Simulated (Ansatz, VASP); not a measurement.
## SiNi in VASP and in Ansatz

```
Si Ni
1.0
     3.02662    0.00000    0.00000
     0.00000    3.27350    0.00000
     0.00000    0.00000    4.69776
Si Ni
2 2
Direct
  0.50000 0.50000 0.84230
  0.00000 0.00000 0.15770
  0.50000 0.50000 0.34422
  0.00000 0.00000 0.65578
```

Alike in both runs: task single point; functional PBE; k mesh 18 × 16 × 12; occupations gaussian, width 0.1 eV; no spin polarisation.

|  | VASP | Ansatz |
| --- | --- | --- |
| version | VASP 6.6.1 | Ansatz 0.2.0 |
| potentials or method | VASP PAW PBE potentials, release 64 (Si, Ni), cutoff 520 eV | scalar-relativistic, plane waves, PAW |
| valence electrons in the cell | 28 | 44 |

VASP gave:

| Property | Result |
| --- | --- |
| gap on the k mesh at the Fermi level (eV) | none |
| pressure (GPa) | 1.2 |
| traceless stress, the component that is largest in VASP (GPa) | 0.40 |
| rms of the force components (eV/Å) | 0.063 |

Estimate Ansatz's values.

gap on the k mesh at the Fermi level (eV): none; pressure (GPa): 1.1; traceless stress, the component that is largest in VASP (GPa): 0.20; rms of the force components (eV/Å): 0.064.

Atom by atom the forces differ by 0.004 eV/Å (rms over components). A gap of «none» marks a metal or a gap that the smearing closes. VASP's potentials hold 28 valence electrons a cell and Ansatz's 44, so a difference there can come from the potentials and not from the codes.
